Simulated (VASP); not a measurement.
## Ta: relaxation of cell and atoms with LDA

Ta:

```
Ta
1.0
     0.00000    2.01292    2.01292
     2.01292    0.00000    2.01292
     2.01292    2.01292    0.00000
Ta
1
Cartesian
  0.0000 0.0000 0.0000
```

| Property | Result |
| --- | --- |
| Program | VASP 6.6.1 |
| Task | relaxation of cell and atoms |
| Functional | LDA |
| Potentials or basis | VASP PAW LDA potentials, release 64 (Ta_pv) |
| Cutoff | 600 eV |
| k mesh | 17 × 17 × 17 |
| Occupations | fermi-dirac, width 0.08 eV |
| Spin | no spin polarisation |
| Target pressure | 21 GPa |
| Dipole correction | no |
| Further INCAR settings | ALGO = Normal; EDIFF = 1e-07; IBRION = 2; EDIFFG = -0.005; NSW = 32; ISIF = 3 |

| Property | Result |
| --- | --- |
| Relaxed volume | 16.37 Å³/atom |
| Relaxed cell | a = 2.850 Å, b = 2.850 Å, c = 2.850 Å, α = 60.00°, β = 60.00°, γ = 60.00° |
| Space group after relaxing (to 0.05 Å) | Fm-3m (No. 225) |
| Energy change on relaxing (the enthalpy is what falls) | -8.3 meV/atom |
| Ionic steps | 3 |
| Pressure after relaxing | 21.0 GPa |

The path:
```
step  energy change (eV)  largest force (eV/Å)  pressure (GPa)  volume (Å³)
   1              0.0000                0.0000           22.08        16.31
   2             -0.0324                0.0000           17.59        16.57
   3             -0.0083                0.0000           21.00        16.37
```

Final structure:
```xyz
1
Lattice="0.0000 2.0155 2.0155 2.0155 0.0000 2.0155 2.0155 2.0155 0.0000" Properties=species:S:1:pos:R:3 pbc="T T T"
Ta    0.0000    0.0000    0.0000
```

Levels at points of the mesh, in eV from the Fermi level:
| k point | band 3 | band 4 | band 5 | band 6 | band 7 | band 8 |
| --- | --- | --- | --- | --- | --- | --- |
| (0.00, 0.00, 0.00) | -32.97 | -8.63 | 0.29 | 0.29 | 0.29 | 3.86 |

Run time: 28 s on 1 thread of Intel(R) Xeon(R) Platinum 8488C (Sapphire Rapids) (shared host), peak memory 0.16 GiB.

Caveat: the cell is relaxed towards a set pressure, so the enthalpy falls and the energy may rise; spin-orbit coupling is left out, which moves the levels of the heavy elements.
